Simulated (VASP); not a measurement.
# MgSi3 (Pm-3m) in VASP: single point with PBE

Aim: the single point of MgSi3 with PBE.

All numbers are computed with VASP 6.6.1; they aren't measurements. Logs are shortened: lines on timing, memory, paths and dates and some standing lists are left out, and cuts for length are marked.

### Step 1. The cell of the first run

The structure is cubic, space group Pm-3m (No. 221). The conventional cell has a = 4.403 Å, b = 4.403 Å, c = 4.403 Å, α = 90.00°, β = 90.00°, γ = 90.00°. Mg (site symmetry m-3m) has 12 Si at 3.11 Å within 4.1 Å. Within 4.1 Å of Si (site symmetry 4/mmm) lie 4 Mg at 3.11 Å and 8 Si at 3.11 Å.

### Step 2. Single point, PBE (Sn replaced by Si, lengths x 0.910, strained)

The input, INCAR:

```
  PREC = Accurate
  ENCUT = 520
  EDIFF = 1E-6
  ISMEAR = 0
  SIGMA = 0.1
  LREAL = F
  LASPH = T
  NELM = 80
  ALGO = Normal
  ISIF = 2
  LWAVE = F
  LCHARG = F
  GGA = PE
  NBANDS = 15
```

The input, KPOINTS:

```
Automatic mesh
0
Gamma
  10 10 10
```

The input, POSCAR:

```
MgSi3
1.0
    4.4030009228      0.0000000000      0.0000000000
    0.0000000000      4.4030009228      0.0000000000
    0.0000000000      0.0000000000      4.4030009228
Mg Si
1 3
Direct
    0.0000000000      0.0000000000      0.0000000000
    0.5000000000      0.5000000000      0.0000000000
    0.5000000000      0.0000000000      0.5000000000
    0.0000000000      0.5000000000      0.5000000000
```

Potentials or basis: VASP PAW PBE potentials, release 64 (Mg, Si).

On the command line:

```bash
cat potpaw_PBE.64/Mg/POTCAR potpaw_PBE.64/Si/POTCAR > POTCAR
mpirun -np 1 vasp_std > vasp.out
```

OUTCAR:

```text
PREC = Accurate
   ENCUT = 520
   EDIFF = 1E-6
   ISMEAR = 0
   LREAL = F
   LASPH = T
   NELM = 80
   ISIF = 2
   GGA = PE

 ion  position               nearest neighbor table
   1  0.000  0.000  0.000-   2 3.11   3 3.11   4 3.11   3 3.11   4 3.11   2 3.11   4 3.11   4 3.11
                             2 3.11   3 3.11   3 3.11   2 3.11
   2  0.500  0.500  0.000-   1 3.11   3 3.11   4 3.11   3 3.11   4 3.11   1 3.11   3 3.11   3 3.11
                             1 3.11   4 3.11   4 3.11   1 3.11
   3  0.500  0.000  0.500-   1 3.11   2 3.11   4 3.11   1 3.11   2 3.11   2 3.11   4 3.11   2 3.11
                             1 3.11   4 3.11   1 3.11   4 3.11
   4  0.000  0.500  0.500-   1 3.11   2 3.11   3 3.11   1 3.11   2 3.11   1 3.11   3 3.11   1 3.11
                             2 3.11   3 3.11   2 3.11   3 3.11

  LATTYP: Found a simple cubic cell.
 ALAT       =     4.4030009228

  Lattice vectors:

 A1 = (   4.4030009228,   0.0000000000,   0.0000000000)
 A2 = (   0.0000000000,   4.4030009228,   0.0000000000)
 A3 = (   0.0000000000,   0.0000000000,   4.4030009228)

Analysis of symmetry for initial positions (statically):
=====================================================================
 Subroutine PRICEL returns:
 Original cell was already a primitive cell.

 Routine SETGRP: Setting up the symmetry group for a
 simple cubic supercell.

 Subroutine GETGRP returns: Found 48 space group operations
 (whereof 48 operations were pure point group operations)
 out of a pool of 48 trial point group operations.

The static configuration has the point symmetry O_h .

Analysis of symmetry for dynamics (positions and initial velocities):
=====================================================================
 Subroutine PRICEL returns:
 Original cell was already a primitive cell.

 Routine SETGRP: Setting up the symmetry group for a
 simple cubic supercell.

 Subroutine GETGRP returns: Found 48 space group operations
 (whereof 48 operations were pure point group operations)
 out of a pool of 48 trial point group operations.

The dynamic configuration has the point symmetry O_h .

 Subroutine INISYM returns: Found 48 space group operations
 (whereof 48 operations are pure point group operations),
 and found     1 'primitive' translations

----------------------------------------------------------------------------------------

                                     Primitive cell

  volume of cell :      85.3584

  direct lattice vectors                    reciprocal lattice vectors
     4.403000923  0.000000000  0.000000000     0.227117827  0.000000000  0.000000000
     0.000000000  4.403000923  0.000000000     0.000000000  0.227117827  0.000000000
     0.000000000  0.000000000  4.403000923     0.000000000  0.000000000  0.227117827

  length of vectors
     4.403000923  4.403000923  4.403000923     0.227117827  0.227117827  0.227117827

  position of ions in fractional coordinates (direct lattice)
     0.000000000  0.000000000  0.000000000
     0.500000000  0.500000000  0.000000000
     0.500000000  0.000000000  0.500000000
     0.000000000  0.500000000  0.500000000

  ion indices of the primitive-cell ions
   primitive index   ion index
                 1           1
                 2           2
                 3           3
                 4           4

----------------------------------------------------------------------------------------

 KPOINTS: Automatic mesh

Automatic generation of k-mesh.
 Grid dimensions read from file:
 generate k-points for:   10   10   10

 Generating k-lattice:

  Cartesian coordinates                     Fractional coordinates (reciprocal lattice)
     0.022711783  0.000000000  0.000000000     0.100000000  0.000000000  0.000000000
     0.000000000  0.022711783  0.000000000     0.000000000  0.100000000  0.000000000
     0.000000000  0.000000000  0.022711783     0.000000000  0.000000000  0.100000000

  Length of vectors
     0.022711783  0.022711783  0.022711783

  Shift w.r.t. Gamma in fractional coordinates (k-lattice)
     0.000000000  0.000000000  0.000000000

 Subroutine IBZKPT returns following result:
 ===========================================

 Found     56 irreducible k-points:

 Following reciprocal coordinates:
            Coordinates               Weight
  0.000000  0.000000  0.000000      1.000000
  0.100000  0.000000  0.000000      6.000000
  0.200000  0.000000  0.000000      6.000000
  0.300000  0.000000  0.000000      6.000000
  0.400000  0.000000  0.000000      6.000000
  0.500000  0.000000  0.000000      3.000000
[... 16 lines left out ...]
  0.200000  0.100000  0.100000     24.000000
  0.300000  0.100000  0.100000     24.000000
 [... further k-points ...]
   k-points           NKPTS =     56   k-points in BZ     NKDIM =     56   number of bands    NBANDS=     15
   number of dos      NEDOS =    301   number of ions     NIONS =      4
   total plane-waves  NPLWV =  46656
   dimension x,y,z NGX =    36 NGY =   36 NGZ =   36
   dimension x,y,z NGXF=    72 NGYF=   72 NGZF=   72
   ions per type =               1   3
   NGX,Y,Z   is equivalent  to a cutoff of  13.59, 13.59, 13.59 a.u.
   NGXF,Y,Z  is equivalent  to a cutoff of  27.19, 27.19, 27.19 a.u.
 SYSTEM =  unknown system
   PREC   = accura    normal or accurate (medium, high low for compatibility)
   ISTART =      0    job   : 0-new  1-cont  2-samecut
   ICHARG =      2    charge: 1-file 2-atom 10-const
   ISPIN  =      1    spin polarized calculation?
   LNONCOLLINEAR =      F non collinear calculations
   LSORBIT =      F    spin-orbit coupling
   LASPH  =      T    aspherical Exc in radial PAW
   ENCUT  =  520.0 eV  38.22 Ry    6.18 a.u.   8.19  8.19  8.19*2*pi/ulx,y,z
   NELM   =     80;   NELMIN=  2; NELMDL= -5     # of ELM steps
   EDIFF  = 0.1E-05   stopping-criterion for ELM
   LREAL  =      F    real-space projection
   EDIFFG = 0.1E-04   stopping-criterion for IOM
   NSW    =      0    number of steps for IOM
   IBRION =     -1    ionic relax: 0-MD 1-quasi-New 2-CG
   NFREE  =      0    steps in history (QN), initial steepest desc. (CG)
   ISIF   =      2    stress and relaxation
   ISYM   =      2    0-nonsym 1-usesym 2-fastsym
   POTIM  = 0.5000    time-step for ionic-motion
   TEBEG  =    0.0;   TEEND  =   0.0 temperature during run
   PSTRESS=    0.0 pullay stress
   NELECT =      14.0000    total number of electrons
   NUPDOWN=      -1.0000    fix difference up-down
   EMIN   =  10.00;   EMAX   =-10.00  energy-range for DOS
   EFERMI =   0.00;   METHOD = LEGACY
   ISMEAR =     0;   SIGMA  =   0.10  broadening in eV -4-tet -1-fermi 0-gaus
   EFERMI_NEDOS =   21; number of points for ismear=-14 and -15
   IALGO  =     38    algorithm
   IMIX   =      4    mixing-type and parameters
     AMIX     =   0.40;   BMIX     =  1.00
     AMIX_MAG =   1.60;   BMIX_MAG =  1.00
  volume/ion in A,a.u.               =      21.34       144.01
  Fermi-wavevector in a.u.,A,eV,Ry     =   0.896125  1.693431 10.926030  0.803041
  Thomas-Fermi vector in A             =   2.018544
   LORBIT       =      0    0 simple, 1 ext, 2 COOP (PROOUT), +10 PAW based schemes
   GGA     = PE    functional components
   LHFCALC =     F    Hartree Fock is set to
   AEXX    =    0.0000 exact exchange contribution
   IVDW    =     0    specifies the selected vdW correction
   LEPSILON=     F    determine dielectric tensor
   LRPA    =     F    only Hartree local field effects (RPA)
 non-spin polarized calculation
 Gauss-broadening in eV      SIGMA  =   0.10
  energy-cutoff  :      520.00
  volume of cell :       85.36
 maximum number of plane-waves:      2325
 NGX is ok and might be reduce to    36
   NGX = 17   NGY = 17   NGZ = 17

 number of electron      13.9999999 magnetization

 Free energy of the ion-electron system (eV)
  ---------------------------------------------------
  ext. energy  EPLUGINS =         0.00000000
  ---------------------------------------------------
  free energy    TOTEN  =       -15.55694103 eV

  energy without entropy =      -15.54623509  energy(sigma->0) =      -15.55158806

 E-fermi :   5.0497     XC(G=0):  -9.4132

 val. band max:        5.0333553704   @ k =   0.4000   0.3000   0.0000
 cond. band min:       5.0504484666   @ k =   0.4000   0.2000   0.2000
 fundamental gap:      0.0170930962
 Fermi energy:         5.0496692354

 k-point     1 :       0.0000    0.0000    0.0000
  band No.  band energies     occupation
      1      -5.6516      2.00000
      2       0.3543      2.00000
      3       0.3543      2.00000
      4       1.9618      2.00000
      5       1.9618      2.00000
      6       1.9618      2.00000
      7       5.0032      1.48882
      8       7.2666      0.00000
      9       7.2666      0.00000
     10       7.2666      0.00000
     11       9.1515      0.00000
     12       9.1515      0.00000
     13       9.1515      0.00000
     14      10.2787      0.00000
     15      10.2787      0.00000

 k-point     2 :       0.1000    0.0000    0.0000
  band No.  band energies     occupation
      1      -5.5818      2.00000
      2      -0.2004      2.00000
      3       0.3977      2.00000
      4       2.0276      2.00000
      5       2.0276      2.00000
      6       2.4028      2.00000
      7       5.3134      0.00019
      8       6.8826      0.00000
      9       6.9925      0.00000
     10       6.9925      0.00000
     11       8.6335      0.00000
     12       8.7969      0.00000
     13       8.7969      0.00000
     14      10.3512      0.00000
     15      10.8994      0.00000

 k-point     3 :       0.2000    0.0000    0.0000
  band No.  band energies     occupation
      1      -5.3745      2.00000
      2      -1.1527      2.00000
      3       0.5191      2.00000
      4       2.2232      2.00000
      5       2.2232      2.00000
      6       3.0432      2.00000
      7       6.1308      0.00000
      8       6.2085      0.00000
      9       6.2651      0.00000
     10       6.2651      0.00000
     11       7.7025      0.00000
     12       8.6413      0.00000
     13       8.6413      0.00000
     14      10.5674      0.00000
     15      11.3050      0.00000

 k-point     4 :       0.3000    0.0000    0.0000
  band No.  band energies     occupation
      1      -5.0377      2.00000
      2      -2.0926      2.00000
      3       0.6891      2.00000
      4       2.5390      2.00000
      5       2.5390      2.00000
      6       3.6209      2.00000
      7       5.4100      0.00000
      8       5.4144      0.00000
      9       5.4144      0.00000
     10       6.7513      0.00000
     11       7.5248      0.00000
     12       8.7319      0.00000
     13       8.7319      0.00000
     14      10.9224      0.00000
     15      11.6563      0.00000
[... 307 lines left out ...]
 k-point    22 :       0.1000    0.1000    0.1000
  band No.  band energies     occupation
      1      -5.4426      2.00000
      2      -0.2760      2.00000
      3      -0.2760      2.00000
      4       1.5675      2.00000
      5       2.9331      2.00000
      6       2.9331      2.00000
      7       5.8011      0.00000
      8       6.0921      0.00000
      9       6.0921      0.00000
     10       7.4224      0.00000
     11       7.4567      0.00000
     12       8.9771      0.00000
     13       8.9771      0.00000
     14      10.6760      0.00000
     15      10.6760      0.00000

 k-point    23 :       0.2000    0.1000    0.1000
  band No.  band energies     occupation
      1      -5.2358      2.00000
      2      -1.0950      2.00000
      3      -0.1339      2.00000
      4       1.5766      2.00000
      5       3.0807      2.00000
      6       3.7424      2.00000
      7       5.1718      0.08419
      8       5.5896      0.00000
      9       6.4784      0.00000
     10       7.0952      0.00000
     11       7.2840      0.00000
     12       8.5616      0.00000
     13       8.8518      0.00000
     14      10.9575      0.00000
     15      11.2846      0.00000

 k-point    24 :       0.3000    0.1000    0.1000
  band No.  band energies     occupation
      1      -4.8996      2.00000
      2      -1.9928      2.00000
      3       0.0719      2.00000
      4       1.8555      2.00000
      5       3.2747      2.00000
      6       4.1551      2.00000
      7       4.4054      2.00000
      8       5.0274      1.24691
      9       6.7227      0.00000
     10       6.9566      0.00000
     11       7.6452      0.00000
     12       7.9949      0.00000
     13       8.8748      0.00000
     14      10.5249      0.00000
     15      11.5187      0.00000

 [... further k-points ...]
[... 5 lines left out ...]
  --------------------------------------------------------------------------------------
  -------------------------------------------------------------------------------------
  Total       -6.1730717     -6.1730717     -6.1730717     -0.0000000     -0.0000000      0.0000000
  in kB     -115.8685512   -115.8685512   -115.8685512     -0.0000000     -0.0000000      0.0000000
  external PRESSURE =    -115.8685512 kB  Pullay stress =       0.0000000 kB

 VOLUME and BASIS-vectors are now :
 -----------------------------------------------------------------------------
  energy-cutoff  :      520.00
  volume of cell :       85.36
      direct lattice vectors                 reciprocal lattice vectors
     4.403000923  0.000000000  0.000000000     0.227117827  0.000000000  0.000000000
     0.000000000  4.403000923  0.000000000     0.000000000  0.227117827  0.000000000
     0.000000000  0.000000000  4.403000923     0.000000000  0.000000000  0.227117827

 POSITION                                       TOTAL-FORCE (eV/Angst)
 -----------------------------------------------------------------------------------
      0.00000      0.00000      0.00000         0.000000      0.000000      0.000000
      2.20150      2.20150      0.00000         0.000000      0.000000      0.000000
      2.20150      0.00000      2.20150         0.000000      0.000000      0.000000
      0.00000      2.20150      2.20150         0.000000      0.000000      0.000000
 -----------------------------------------------------------------------------------
    total drift:                               -0.000000      0.000000      0.000000

  FREE ENERGIE OF THE ION-ELECTRON SYSTEM (eV)
  ---------------------------------------------------
  free  energy   TOTEN  =       -15.5569410349 eV

  energy  without entropy=      -15.5462350898  energy(sigma->0) =      -15.55158806
```

Wall time 36 s (1 thread of AMD EPYC 9R45 (Zen 5), shared host); peak memory 0.21 GiB.

What came out:

```yaml
Free_energy: -15.5569 eV
Pressure: -11.6 GPa
Band_gap_on_the_k_mesh: zero (band 7 reaches 6.13 eV, above the bottom of band 8 at 3.72 eV)
```

Levels at points of the mesh, in eV from the Fermi level:
```tsv
k point	band 3	band 4	band 5	band 6	band 7	band 8	band 9	band 10	band 11	band 12
(0.00, 0.00, 0.00)	-4.70	-3.09	-3.09	-3.09	-0.05	2.22	2.22	2.22	4.10	4.10
(0.50, 0.00, 0.00)	-4.13	-1.85	-1.85	-0.78	-0.78	-0.46	-0.34	0.36	3.91	3.91
(0.50, 0.50, 0.00)	-7.53	-4.88	-0.51	-0.14	-0.08	-0.08	0.34	0.34	2.96	3.30
(0.50, 0.50, 0.50)	-6.74	-4.70	-3.98	-3.98	-3.98	-1.33	5.59	5.59	5.59	5.64
```

Caveat: the cell differs from its parent crystal (Sn replaced by Si, lengths x 0.910, strained).
